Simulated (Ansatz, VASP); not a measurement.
**Two plane-wave programs on Al3N2**

INCAR

```
SYSTEM = Al3N2
PREC     = Accurate       ! precision mode
ENCUT    = 520            ! plane-wave cutoff, eV
EDIFF    = 1E-6           ! SCF threshold, eV
ISMEAR   = 0              ! smearing method
SIGMA    = 0.1            ! smearing width, eV
LREAL    = .False.        ! projectors in reciprocal space
LASPH    = .True.         ! aspherical terms in the spheres
NELM     = 150            ! most SCF steps
ALGO     = Normal         ! electronic algorithm
ISIF     = 2              ! what is computed and relaxed
LWAVE    = .False.        ! write WAVECAR
LCHARG   = .True.         ! write CHGCAR
ISPIN    = 2              ! spin polarisation
MAGMOM   = 0 0 0 1 1      ! initial moments
LORBIT   = 11             ! projections on sites
GGA      = PE             ! functional
LELF     = .True.         ! ELF
LVHAR    = .True.       
NBANDS   = 22             ! bands
```

KPOINTS

```
regular mesh
0
Gamma
  8 8 8
  0 0 0
```

Contents of POSCAR:

```
Al3N2
1.0
   -1.4094936026      1.4094936026      6.8442888668
    1.4094936026     -1.4094936026      6.8442888668
    1.4094936026      1.4094936026     -6.8442888668
Al N
3 2
Direct
    0.0000000000      0.0000000000      0.0000000000
    0.3267565231      0.3267565231      0.0000000000
    0.6732434769      0.6732434769      0.0000000000
    0.1737593703      0.1737593703      0.0000000000
    0.8262406297      0.8262406297      0.0000000000
```

Input for Ansatz:

```yaml
crystal:
  lattice:
    - [-1.4094936026, 1.4094936026, 6.8442888668]
    - [1.4094936026, -1.4094936026, 6.8442888668]
    - [1.4094936026, 1.4094936026, -6.8442888668]
  atoms:
    - { symbol: Al, position: [0.0, 0.0, 0.0] }
    - { symbol: Al, position: [0.3267565231, 0.3267565231, 0.0] }
    - { symbol: Al, position: [0.6732434769, 0.6732434769, 0.0] }
    - { symbol: "N", position: [0.1737593703, 0.1737593703, 0.0], spin: 1.0 }
    - { symbol: "N", position: [0.8262406297, 0.8262406297, 0.0], spin: 1.0 }
basis:
  ecutwfc: 420
kpoints:
  mp_grid: { grid: [8, 8, 8] }
hamiltonian:
  xc: pbe
scf:
  occupations: { method: gaussian, width: 0.1 }
  lower_state_search: "off"
output:
  forces: true
  stress: true
  eigenvalues: true
  populations: true
magnetization:
  spin_polarized: true
```

Change from the starting cell: species swapped into the Nb3Au2 type (I4/mmm, No. 139).

Alike in both runs: task single point; functional PBE; k mesh 8 × 8 × 8; occupations gaussian, width 0.1 eV; collinear spin.

|  | VASP | Ansatz |
| --- | --- | --- |
| version | VASP 6.6.1 | Ansatz 0.2.0 |
| potentials or method | VASP PAW PBE potentials, release 64 (Al, N), cutoff 520 eV | scalar-relativistic, plane waves, PAW |
| valence electrons in the cell | 19 | 19 |

|  | VASP | Ansatz | Ansatz less VASP |
| --- | --- | --- | --- |
| gap on the k mesh at the Fermi level (eV) | none | none | - |
| pressure (GPa) | -0.2 | 0.0 | +0.17 |
| traceless stress, the component that is largest in VASP (GPa) | 0.06 | -0.01 | -0.069 |
| net moment per atom (μB) | 0.00 | 0.00 | -0.003 |

A gap of «none» marks a metal or a gap that the smearing closes. Ansatz's warnings: seeded moment not kept.

The k mesh is coarse, so the values compare programs but aren't converged.
